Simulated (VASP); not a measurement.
Sb2Au, 3 atoms in the cell. The structure is cubic, space group Fm-3m (No. 225). Conventional cell: a = 6.520 Å, b = 6.520 Å, c = 6.520 Å, α = 90.00°, β = 90.00°, γ = 90.00°. Sb (site symmetry -43m) has 4 Au at 2.82 Å and 6 Sb at 3.26 Å within 3.7 Å. Au (site symmetry m-3m) has 8 Sb at 2.82 Å within 3.7 Å.  This cell differs from its parent crystal: volume scaled by 0.94.

```yaml
Program: VASP 6.6.1
Task: single point
Functional: LDA
Potentials_or_basis: VASP PAW LDA potentials, release 64 (Sb, Au)
Cutoff: 520 eV
k_mesh: 9 × 9 × 9
Occupations: fermi-dirac, width 0.08 eV
Spin: no spin polarisation
Dipole_correction: no
Further_INCAR_settings: ALGO = Normal; EDIFF = 1e-06; NBANDS = 18
```

Potentials or basis: VASP PAW LDA potentials, release 64 (Sb, Au).

The run is started by

```bash
$ cat potpaw_LDA.64/Sb/POTCAR potpaw_LDA.64/Au/POTCAR > POTCAR
$ mpirun -np 1 vasp_std > vasp.out
```

Hardware: 1 thread of Intel(R) Xeon(R) 6975P-C (Granite Rapids), on a shared host.

Question: How long does it take, and how much memory?

Answer: It took 16 s on 1 thread of Intel(R) Xeon(R) 6975P-C (Granite Rapids), with other jobs on the host, peak memory 0.19 GiB. Counts: scf iterations 12, k points 35.
